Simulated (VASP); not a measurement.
**MnO: single point with r2SCAN**

MnO:

```
Mn O
1.0
     0.00000    4.44600    4.44600
     2.22300    0.00000    2.22300
     2.22300    2.22300    0.00000
Mn O
2 2
Direct
  0.00000 0.00000 0.00000
  0.50000 0.00000 0.00000
  0.25000 0.50000 0.50000
  0.75000 0.50000 0.50000
```

* Program: VASP 6.6.1
* Task: single point
* Functional: r2SCAN
* Potentials or basis: VASP PAW PBE potentials, release 64 (Mn_pv, O)
* Cutoff: 520 eV
* k mesh: 4 × 8 × 8
* Occupations: fermi-dirac, width 0.05 eV
* Spin: collinear spin, antiferromagnetic start
* Starting moments: [4.5, -4.5, 0.0, 0.0] μB
* Dipole correction: no
* Further INCAR settings: ALGO = Normal; EDIFF = 1e-06; NBANDS = 31

- Pressure: -3.1 GPa
- Band gap on the k mesh: 1.66 eV
- Net moment: 0.00 μB per cell
- Site moments: Mn +4.46, -4.46; O +0.00 μB
- Valence electrons inside the program's atomic spheres: Mn 11.34; O 5.02

Stress tensor (GPa, compression positive):
```
-3.13  1.27  1.27
 1.27 -3.13 -1.27
 1.27 -1.27 -3.13
```

Levels at points of the mesh, in eV from the valence-band top:
Spin up:
```csv
k point,band 16,band 17,band 18,band 19,band 20,band 21,band 22,band 23
"(0.00, 0.00, 0.00)",-2.16,-1.90,-0.60,-0.60,1.66,3.47,3.52,3.52
"(0.50, 0.00, 0.00)",-2.13,-1.77,0.00,0.00,3.00,3.45,3.45,3.92
"(0.00, 0.50, 0.00)",-1.59,-1.37,-0.29,-0.15,2.76,4.33,4.40,5.08
"(0.50, 0.50, 0.00)",-1.59,-1.29,-0.25,-0.09,2.49,4.26,4.38,4.70
```
Spin down:
| k point | band 15 | band 16 | band 17 | band 18 | band 19 | band 20 | band 21 | band 22 | band 23 | band 24 |
| --- | --- | --- | --- | --- | --- | --- | --- | --- | --- | --- |
| (0.00, 0.00, 0.00) | -2.16 | -2.16 | -1.90 | -0.60 | -0.60 | 1.66 | 3.47 | 3.52 | 3.52 | 4.86 |
| (0.50, 0.00, 0.00) | -2.13 | -2.13 | -1.77 | 0.00 | 0.00 | 3.00 | 3.45 | 3.45 | 3.92 | 4.61 |
| (0.00, 0.50, 0.00) | -2.69 | -1.59 | -1.37 | -0.29 | -0.15 | 2.76 | 4.33 | 4.40 | 5.08 | 5.11 |
| (0.50, 0.50, 0.00) | -2.32 | -1.59 | -1.29 | -0.25 | -0.09 | 2.49 | 4.26 | 4.38 | 4.70 | 4.87 |

Wall time 4.3 min on 1 thread of Intel(R) Xeon(R) Platinum 8375C CPU @ 2.90GHz (Ice Lake), on a shared host, peak memory 0.23 GiB.

Caveat: the cell stands under tension; the PAW data sets were made with another functional, which shifts forces and pressure a little. A k mesh can miss the band edges.
